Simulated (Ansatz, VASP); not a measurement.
BiTe3O2: VASP beside Ansatz

```
Bi Te O
1.0
     4.12492    0.00000    0.00000
     0.00000    4.12492    0.00000
     0.00000    0.00000    9.08760
Bi Te O
1 3 2
Direct
  0.00000 0.00000 0.00000
  0.00000 0.50000 0.38350
  0.50000 0.00000 0.61650
  0.50000 0.50000 0.00000
  0.00000 0.50000 0.73150
  0.50000 0.00000 0.26850
```

Change from the starting cell: species swapped into the Ti2CuSb3 type (P-4m2, No. 115).

Alike in both runs: task single point; functional PBE; k mesh 4 × 4 × 2; occupations gaussian, width 0.1 eV; no spin polarisation.

```csv
,VASP,Ansatz
version,VASP 6.6.1,Ansatz 0.2.0
potentials or method,"VASP PAW PBE potentials, release 64 (Bi_d, Te, O), cutoff 520 eV","scalar-relativistic, plane waves, PAW"
valence electrons in the cell,45,75
```

Ansatz gave:

```
gap on the k mesh at the Fermi level (eV)                     : none
pressure (GPa)                                                : -5.4
traceless stress, the component that is largest in VASP (GPa) : -4.28
rms of the force components (eV/Å)                            : 0.345
```

Problem. What did VASP give for the same quantities?

Solution. gap on the k mesh at the Fermi level (eV): none; pressure (GPa): -5.5; traceless stress, the component that is largest in VASP (GPa): -4.29; rms of the force components (eV/Å): 0.345.

Atom by atom the forces differ by 0.001 eV/Å (rms over components). A gap of «none» marks a metal or a gap that the smearing closes. The functional is the same, so the differences come from potentials, cutoffs and numerics. VASP's potentials hold 45 valence electrons a cell and Ansatz's 75, so a difference there can come from the potentials and not from the codes.

The k mesh is coarse, so the values compare programs but aren't converged. Spin-orbit coupling is off throughout.
